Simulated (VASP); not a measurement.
# InB5 (F-43m) in VASP: notebook

Runs on InB5. Level: PBE. Tasks: single point, relaxation of cell and atoms.

Program: VASP 6.6.1. These are calculated values, not measurements. Logs are shortened: lines on timing, memory, paths and dates and some standing lists are left out, and cuts for length are marked.

**1. The cell of the first run**

The structure is cubic, space group F-43m (No. 216). The conventional cell has a = 6.198 Å, b = 6.198 Å, c = 6.198 Å, α = 90.00°, β = 90.00°, γ = 90.00°. In (site symmetry -43m) has 16 B at 2.62 to 2.68 Å within 3.5 Å. B (site symmetry -43m) has 12 B at 2.54 Å and 4 In at 2.68 Å within 3.4 Å. B (site symmetry 3m) has 3 B at 1.81 Å within 2.4 Å.

The cell was built from a structure type or drawn by symmetry, and may not be a known phase.

**2. Single point, PBE**

Contents of INCAR:

```
  PREC = Accurate
  ENCUT = 500
  EDIFF = 1E-6
  ISMEAR = 0
  SIGMA = 0.1
  LREAL = F
  LASPH = T
  NELM = 120
  ALGO = Normal
  ISIF = 2
  LWAVE = F
  LCHARG = F
  GGA = PE
  NBANDS = 23
  GGA_COMPAT = F
```

Contents of KPOINTS:

```
regular mesh
0
Gamma
  4 4 4
```

Contents of POSCAR:

```
InB5
1.0
    0.0000000000      3.0988365713      3.0988365713
    3.0988365713      0.0000000000      3.0988365713
    3.0988365713      3.0988365713      0.0000000000
In B
1 5
Direct
    0.0000000000      0.0000000000      0.0000000000
    0.2500000000      0.2500000000      0.2500000000
    0.1900782991      0.6033072336      0.6033072336
    0.6033072336      0.6033072336      0.6033072336
    0.6033072336      0.6033072336      0.1900782991
    0.6033072336      0.1900782991      0.6033072336
```

Potentials or basis: VASP PAW PBE potentials, release 64 (In_d, B).

Run with:

```console
> cat potpaw_PBE.64/In_d/POTCAR potpaw_PBE.64/B/POTCAR > POTCAR
> mpirun -np 1 vasp_std > vasp.out
```

OUTCAR:

```text
PREC = Accurate
   ENCUT = 500
   EDIFF = 1E-6
   ISMEAR = 0
   LREAL = F
   LASPH = T
   NELM = 120
   ISIF = 2
   GGA = PE

 ion  position               nearest neighbor table
   1  0.000  0.000  0.000-   5 2.62   6 2.62   3 2.62   5 2.62   3 2.62   6 2.62   4 2.62   4 2.62
                             4 2.62   3 2.62   5 2.62   6 2.62   2 2.68   2 2.68   2 2.68   2 2.68
   2  0.250  0.250  0.250-   1 2.68   1 2.68   1 2.68   1 2.68
   3  0.190  0.603  0.603-   4 1.81   5 1.81   6 1.81   1 2.62   1 2.62   1 2.62
   4  0.603  0.603  0.603-   3 1.81   5 1.81   6 1.81   1 2.62   1 2.62   1 2.62
   5  0.603  0.603  0.190-   3 1.81   4 1.81   6 1.81   1 2.62   1 2.62   1 2.62
   6  0.603  0.190  0.603-   3 1.81   4 1.81   5 1.81   1 2.62   1 2.62   1 2.62

  LATTYP: Found a face centered cubic cell.
 ALAT       =     6.1976731426

  Lattice vectors:

 A1 = (   0.0000000000,   3.0988365713,   3.0988365713)
 A2 = (   3.0988365713,   0.0000000000,   3.0988365713)
 A3 = (   3.0988365713,   3.0988365713,   0.0000000000)

Analysis of symmetry for initial positions (statically):
=====================================================================
 Subroutine PRICEL returns:
 Original cell was already a primitive cell.

 Routine SETGRP: Setting up the symmetry group for a
 face centered cubic supercell.

 Subroutine GETGRP returns: Found 24 space group operations
 (whereof 24 operations were pure point group operations)
 out of a pool of 48 trial point group operations.

The static configuration has the point symmetry T_d .

Analysis of symmetry for dynamics (positions and initial velocities):
=====================================================================
 Subroutine PRICEL returns:
 Original cell was already a primitive cell.

 Routine SETGRP: Setting up the symmetry group for a
 face centered cubic supercell.

 Subroutine GETGRP returns: Found 24 space group operations
 (whereof 24 operations were pure point group operations)
 out of a pool of 48 trial point group operations.

The dynamic configuration has the point symmetry T_d .

 Subroutine INISYM returns: Found 24 space group operations
 (whereof 24 operations are pure point group operations),
 and found     1 'primitive' translations

----------------------------------------------------------------------------------------

                                     Primitive cell

  volume of cell :      59.5149

  direct lattice vectors                    reciprocal lattice vectors
[... 80 lines left out ...]
   EDIFFG = 0.1E-04   stopping-criterion for IOM
   NSW    =      0    number of steps for IOM
   IBRION =     -1    ionic relax: 0-MD 1-quasi-New 2-CG
   NFREE  =      0    steps in history (QN), initial steepest desc. (CG)
   ISIF   =      2    stress and relaxation
   ISYM   =      2    0-nonsym 1-usesym 2-fastsym
   POTIM  = 0.5000    time-step for ionic-motion
   TEBEG  =    0.0;   TEEND  =   0.0 temperature during run
   PSTRESS=    0.0 pullay stress
   NELECT =      28.0000    total number of electrons
   NUPDOWN=      -1.0000    fix difference up-down
   EMIN   =  10.00;   EMAX   =-10.00  energy-range for DOS
   EFERMI =   0.00;   METHOD = LEGACY
   ISMEAR =     0;   SIGMA  =   0.10  broadening in eV -4-tet -1-fermi 0-gaus
   EFERMI_NEDOS =   21; number of points for ismear=-14 and -15
   IALGO  =     38    algorithm
   IMIX   =      4    mixing-type and parameters
     AMIX     =   0.40;   BMIX     =  1.00
     AMIX_MAG =   1.60;   BMIX_MAG =  1.00
  volume/ion in A,a.u.               =       9.92        66.94
  Fermi-wavevector in a.u.,A,eV,Ry     =   1.273265  2.406122 22.057820  1.621204
  Thomas-Fermi vector in A             =   2.406098
   LORBIT       =      0    0 simple, 1 ext, 2 COOP (PROOUT), +10 PAW based schemes
   GGA     = PE    functional components
   LHFCALC =     F    Hartree Fock is set to
   AEXX    =    0.0000 exact exchange contribution
   IVDW    =     0    specifies the selected vdW correction
   LEPSILON=     F    determine dielectric tensor
   LRPA    =     F    only Hartree local field effects (RPA)
 non-spin polarized calculation
 Gauss-broadening in eV      SIGMA  =   0.10
  energy-cutoff  :      500.00
  volume of cell :       59.51
 maximum number of plane-waves:      1540
   NGX = 15   NGY = 15   NGZ = 15

 number of electron      28.0000011 magnetization

 Free energy of the ion-electron system (eV)
  ---------------------------------------------------
  ext. energy  EPLUGINS =         0.00000000
  ---------------------------------------------------
  free energy    TOTEN  =       -25.34467639 eV

  energy without entropy =      -25.32015013  energy(sigma->0) =      -25.33241326

 E-fermi :   8.1996     XC(G=0): -11.7097

 val. band max:        8.1273214492   @ k =  -0.2500   0.2500   0.0000
 cond. band min:       8.2469680883   @ k =   0.5000   0.2500   0.0000
 fundamental gap:      0.1196466390
 Fermi energy:         8.1996129097

 k-point     1 :       0.0000    0.0000    0.0000
  band No.  band energies     occupation
      1      -6.9302      2.00000
      2      -6.8253      2.00000
      3      -6.8253      2.00000
      4      -6.8253      2.00000
      5      -6.8216      2.00000
      6      -6.8216      2.00000
[... 197 lines left out ...]
     22      14.2871      0.00000
     23      14.5609      0.00000

------------------------ aborting loop because EDIFF is reached ----------------------------------------

  FORCE on cell =-STRESS in cart. coord.  units (eV):
  Direction    XX          YY          ZZ          XY          YZ          ZX
  --------------------------------------------------------------------------------------
  -------------------------------------------------------------------------------------
  Total       -0.0374369     -0.0374369     -0.0374369     -0.0000000     -0.0000000     -0.0000000
  in kB       -1.0078224     -1.0078224     -1.0078224     -0.0000000     -0.0000000     -0.0000000
  external PRESSURE =      -1.0078224 kB  Pullay stress =       0.0000000 kB

 VOLUME and BASIS-vectors are now :
 -----------------------------------------------------------------------------
  energy-cutoff  :      500.00
  volume of cell :       59.51
      direct lattice vectors                 reciprocal lattice vectors
     0.000000000  3.098836571  3.098836571    -0.161350877  0.161350877  0.161350877
     3.098836571  0.000000000  3.098836571     0.161350877 -0.161350877  0.161350877
     3.098836571  3.098836571  0.000000000     0.161350877  0.161350877 -0.161350877

 POSITION                                       TOTAL-FORCE (eV/Angst)
 -----------------------------------------------------------------------------------
      0.00000      0.00000      0.00000        -0.000000      0.000000     -0.000000
      1.54942      1.54942      1.54942        -0.000000     -0.000000     -0.000000
      3.73910      2.45857      2.45857        -0.001614      0.001614      0.001614
      3.73910      3.73910      3.73910        -0.001614     -0.001614     -0.001614
      2.45857      2.45857      3.73910         0.001614      0.001614     -0.001614
      2.45857      3.73910      2.45857         0.001614     -0.001614      0.001614
 -----------------------------------------------------------------------------------
    total drift:                                0.000000      0.000000      0.000000

  FREE ENERGIE OF THE ION-ELECTRON SYSTEM (eV)
  ---------------------------------------------------
  free  energy   TOTEN  =       -25.3446763909 eV

  energy  without entropy=      -25.3201501285  energy(sigma->0) =      -25.33241326
```

stdout:

```text
POSCAR found type information on POSCAR InB
 POSCAR found :  2 types and       6 ions
 scaLAPACK will be used
 LDA part: xc-table for (Slater+PW92), standard interpolation
 POSCAR, INCAR and KPOINTS ok, starting setup
 FFT: planning ... GRIDC
 FFT: planning ... GRID_SOFT
 FFT: planning ... GRID
 WAVECAR not read
 entering main loop
```

It took 18 s on 1 thread of AMD EPYC 7R43 (Zen 3), shared host; peak memory 0.14 GiB.

Results:

```
Free energy            : -25.3447 eV
Pressure               : -0.1 GPa
Band gap on the k mesh : zero (bands 14 and 15 overlap by 2.17 eV)
```

Forces in eV/Å, atoms in the order of the input:
```
In   0.000  0.000  0.000
B    0.000  0.000  0.000
B   -0.002  0.002  0.002
B   -0.002 -0.002 -0.002
B    0.002  0.002 -0.002
B    0.002 -0.002  0.002
```

Levels at points of the mesh, in eV from the Fermi level:
```csv
k point,band 11,band 12,band 13,band 14,band 15,band 16,band 17,band 18
"(0.00, 0.00, 0.00)",-3.31,-2.63,-2.63,-2.63,-1.03,-1.03,0.76,0.76
"(0.50, 0.00, 0.00)",-4.10,-4.10,-2.38,0.16,1.07,1.07,1.11,1.94
"(0.50, 0.50, 0.00)",-6.06,-0.10,0.32,0.94,1.33,1.33,2.46,2.46
```

Caveat: the k points lie up to 0.44 Å⁻¹ apart, too coarse for converged energies and pressures of a metal; spin-orbit coupling is left out, which moves the levels of the heavy elements.

**3. Single point, PBE**

This run uses another cell than the first one, of 11.68 Å³/atom.

Contents of INCAR:

```
SYSTEM = InB5
PREC = Accurate ; ENCUT = 500
EDIFF = 1E-6 ; ISMEAR = 0
SIGMA = 0.1 ; LREAL = .False.
LASPH = .True. ; NELM = 120
ALGO = Normal ; ISIF = 2
LWAVE = .False. ; LCHARG = .False.
GGA = PE ; NBANDS = 23
GGA_COMPAT = .False.
```

Contents of KPOINTS:

```
regular mesh
0
Gamma
  4 4 4
  0 0 0
```

Contents of POSCAR:

```
InB5
1.0
    0.0000000000      3.2727035600      3.2727035600
    3.2727035600      0.0000000000      3.2727035600
    3.2727035600      3.2727035600      0.0000000000
In B
1 5
Direct
    0.0000000000      0.0000000000      0.0000000000
    0.2500000000      0.2500000000      0.2500000000
    0.1295901500      0.6234699500      0.6234699500
    0.6234699500      0.6234699500      0.6234699500
    0.6234699500      0.6234699500      0.1295901500
    0.6234699500      0.1295901500      0.6234699500
```

Potentials or basis: VASP PAW PBE potentials, release 64 (In_d, B).

Run with:

```console
> cat potpaw_PBE.64/In_d/POTCAR potpaw_PBE.64/B/POTCAR > POTCAR
> mpirun -np 1 vasp_std > vasp.out
```

Run time: 23 s. Hardware: 1 thread of AMD EPYC 7R43 (Zen 3), shared host; peak memory 0.17 GiB.

Results (log left out):

```yaml
Free_energy: -23.8188 eV
Pressure: -19.0 GPa
Largest_force: 0.315 eV/Å
Band_gap_on_the_k_mesh: zero (bands 14 and 15 overlap by 2.89 eV)
```

Forces in eV/Å, atoms in the order of the input:
```
In   0.000  0.000  0.000
B    0.000  0.000  0.000
B   -0.182  0.182  0.182
B   -0.182 -0.182 -0.182
B    0.182  0.182 -0.182
B    0.182 -0.182  0.182
```

Levels at points of the mesh, in eV from the Fermi level:
```csv
k point,band 10,band 11,band 12,band 13,band 14,band 15,band 16,band 17,band 18,band 19
"(0.00, 0.00, 0.00)",-3.86,-3.81,-2.96,-2.96,-2.96,-0.73,-0.73,0.35,0.35,0.35
"(0.50, 0.00, 0.00)",-4.19,-4.03,-4.03,-3.09,0.73,1.32,1.32,1.74,1.80,1.80
"(0.50, 0.50, 0.00)",-6.53,-6.39,0.31,1.72,1.72,1.84,1.94,2.04,2.23,2.23
```

Caveat: the k points lie up to 0.42 Å⁻¹ apart, too coarse for converged energies and pressures of a metal; spin-orbit coupling is left out, which moves the levels of the heavy elements.

**4. Single point, PBE**

Contents of INCAR:

```
SYSTEM = InB5
PREC = Accurate
ENCUT = 500
EDIFF = 1E-6
ISMEAR = 0
SIGMA = 0.1
LREAL = .FALSE.
LASPH = .TRUE.
NELM = 120
ALGO = Normal
ISIF = 2
LWAVE = .FALSE.
LCHARG = .FALSE.
GGA = PE
NBANDS = 23
GGA_COMPAT = .FALSE.
```

Contents of KPOINTS:

```
Automatic mesh
0
G
  6 6 6
  0 0 0
```

Contents of POSCAR:

```
InB5
1.0
    0.0000000000      3.0972481927      3.0972481927
    3.0972481927      0.0000000000      3.0972481927
    3.0972481927      3.0972481927      0.0000000000
In B
1 5
Direct
    0.0000000000      0.0000000000      0.0000000000
    0.7500000000      0.7500000000      0.7500000000
    0.3967721585      0.3967721585      0.8096835246
    0.3967721585      0.8096835246      0.3967721585
    0.3967721585      0.3967721585      0.3967721585
    0.8096835246      0.3967721585      0.3967721585
```

Run with:

```console
> cat potpaw_PBE.64/In_d/POTCAR potpaw_PBE.64/B/POTCAR > POTCAR
> mpirun -np 1 vasp_std > vasp.out
```

Wall time 31 s (1 thread of AMD EPYC 7R43 (Zen 3), shared host); peak memory 0.14 GiB.

It converged, with:

```yaml
Free_energy: -25.1461 eV
Pressure: -0.1 GPa
Largest_force: 0.057 eV/Å
Band_gap_on_the_k_mesh: zero (bands 14 and 15 overlap by 2.62 eV)
```

Forces on the atoms (eV/Å):
```
In   0.000  0.000  0.000
B    0.000  0.000  0.000
B   -0.033 -0.033  0.033
B   -0.033  0.033 -0.033
B    0.033  0.033  0.033
B    0.033 -0.033 -0.033
```

Levels at points of the mesh, in eV from the Fermi level:
| k point | band 12 | band 13 | band 14 | band 15 | band 16 | band 17 |
| --- | --- | --- | --- | --- | --- | --- |
| (0.00, 0.00, 0.00) | -2.30 | -2.30 | -2.30 | -0.72 | -0.72 | 1.09 |
| (0.50, 0.00, 0.00) | -3.78 | -2.04 | 0.48 | 1.38 | 1.38 | 1.42 |
| (0.50, 0.50, 0.00) | 0.23 | 0.64 | 1.25 | 1.64 | 1.64 | 2.80 |

Caveat: spin-orbit coupling is left out, which moves the levels of the heavy elements.

[end of part 1 of 2]
